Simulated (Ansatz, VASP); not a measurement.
**TePb: VASP beside Ansatz**

The input INCAR:

```
SYSTEM = TePb
  ALGO = Normal
  EDIFF = 1E-6
  ENCUT = 500
  GGA = CA
  GGA_COMPAT = .FALSE.
  ISIF = 2
  ISMEAR = -1
  LASPH = .TRUE.
  LCHARG = .FALSE.
  LREAL = .FALSE.
  LWAVE = .FALSE.
  NBANDS = 17
  NELM = 120
  PREC = Accurate
  SIGMA = 0.08
```

The input KPOINTS:

```
k-points
0
G
  12 12 12
  0 0 0
```

File POSCAR:

```
TePb
1.0
    0.0000000000      2.8595489858      2.8595489858
    2.8595489858      0.0000000000      2.8595489858
    2.8595489858      2.8595489858      0.0000000000
Pb Te
1 1
Direct
    0.0000000000      0.0000000000      0.0000000000
    0.5000000000      0.5000000000      0.5000000000
```

Input for Ansatz:

```yaml
crystal:
  lattice:
    - [0.0, 2.8595489858, 2.8595489858]
    - [2.8595489858, 0.0, 2.8595489858]
    - [2.8595489858, 2.8595489858, 0.0]
  atoms:
    - { symbol: Pb, position: [0.0, 0.0, 0.0] }
    - { symbol: Te, position: [0.5, 0.5, 0.5] }
kpoints:
  mp_grid: { grid: [12, 12, 12] }
scf:
  occupations: { method: fermi_dirac, width: 0.08 }
hamiltonian:
  xc: lda
  pseudopotentials: { kind: all_electron, lapw: { basis_error: 0.001 } }
output:
  forces: true
  stress: true
  eigenvalues: true
  populations: true
```

Change from the starting cell: volume scaled by 0.72, LAPW.

Alike in both runs: task single point; functional LDA; k mesh 12 × 12 × 12; occupations fermi-dirac, width 0.08 eV; no spin polarisation.

|  | VASP | Ansatz |
| --- | --- | --- |
| version | VASP 6.6.1 | Ansatz 0.2.0 |
| potentials or method | VASP PAW LDA potentials, release 64 (Pb_d, Te), cutoff 500 eV | all-electron LAPW, scalar-relativistic |

Ansatz gave:

| Property | Result |
| --- | --- |
| pressure (GPa) | 33.4 |

Question: Estimate VASP's values.

Answer: Pressure (GPa): 33.7.

LDA's correlation is that of Perdew and Zunger in VASP and of Perdew and Wang (1992) in Ansatz. Both programs put the cell under a high pressure, so it lies far from rest at this level. Ansatz ran all-electron here, and VASP with PAW potentials.

Spin-orbit coupling is off throughout.
